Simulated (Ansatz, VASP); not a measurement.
## CsSnBr3: VASP beside Ansatz

Contents of INCAR:

```
SYSTEM = CsSnBr3
PREC     = Accurate       ! precision mode
ENCUT    = 500            ! plane-wave cutoff, eV
EDIFF    = 1E-7           ! SCF threshold, eV
ISMEAR   = 0              ! smearing method
SIGMA    = 0.02           ! smearing width, eV
LREAL    = .FALSE.        ! projectors in reciprocal space
LASPH    = .TRUE.         ! aspherical terms in the spheres
NELM     = 120            ! most SCF steps
ALGO     = Normal         ! electronic algorithm
ISIF     = 3              ! what is computed and relaxed
LWAVE    = .FALSE.        ! write WAVECAR
LCHARG   = .FALSE.        ! write CHGCAR
GGA      = PS             ! functional
IBRION   = 2              ! ionic algorithm
NSW      = 100            ! ionic steps
EDIFFG   = -0.005         ! ionic threshold
GGA_COMPAT= .FALSE.      
NELMIN   = 4
```

Contents of KPOINTS:

```
Automatic mesh
0
G
  6 6 6
  0 0 0
```

File POSCAR:

```
CsSnBr3
1.0
    5.8390056100      0.0000000000      0.0000000000
    0.0000000000      5.8390056100      0.0000000000
    0.0000000000      0.0000000000      5.8390056100
Cs Sn Br
1 1 3
Direct
    0.0000000000      0.0000000000      0.0000000000
    0.5000000000      0.5000000000      0.5000000000
    0.5000000000      0.0000000000      0.5000000000
    0.5000000000      0.5000000000      0.0000000000
    0.0000000000      0.5000000000      0.5000000000
```

Input for Ansatz:

```yaml
crystal:
  lattice:
    - [5.83900561, 0.0, 0.0]
    - [0.0, 5.83900561, 0.0]
    - [0.0, 0.0, 5.83900561]
  atoms:
    - { symbol: Cs, position: [0.0, 0.0, 0.0] }
    - { symbol: Sn, position: [0.5, 0.5, 0.5] }
    - { symbol: Br, position: [0.5, 0.0, 0.5] }
    - { symbol: Br, position: [0.5, 0.5, 0.0] }
    - { symbol: Br, position: [0.0, 0.5, 0.5] }
basis:
  ecutwfc: 420
kpoints:
  mp_grid: { grid: [6, 6, 6] }
hamiltonian:
  xc: pbesol
scf:
  occupations: { method: gaussian, width: 0.02 }
output:
  forces: true
  stress: true
  eigenvalues: true
relax:
  adjacent_minimum: "off"
  f_tol: 0.005
  max_steps: 80
  cell: { stress_tol: 0.05 }
```

Alike in both runs: task relaxation of cell and atoms; functional PBEsol; k mesh 6 × 6 × 6; occupations gaussian, width 0.02 eV; no spin polarisation.

```csv
,VASP,Ansatz
version,VASP 6.6.1,Ansatz 0.2.0
potentials or method,"VASP PAW PBE potentials, release 64 (Cs_sv, Sn_d, Br), cutoff 500 eV","scalar-relativistic, plane waves, PAW"
valence electrons in the cell,44,44
```

```csv
,VASP,Ansatz,Ansatz less VASP
"gap on the k mesh at the Fermi level, each at its own relaxed structure (eV)",0.22,0.21,-0.006
relaxed volume (Å³/atom),38.35,38.28,-0.075
relaxed cell length with the largest relative difference (Å),5.767,5.763,-0.0038
```

VASP's potentials were made for PBE, not for PBEsol.

Neither program's run includes spin-orbit coupling.
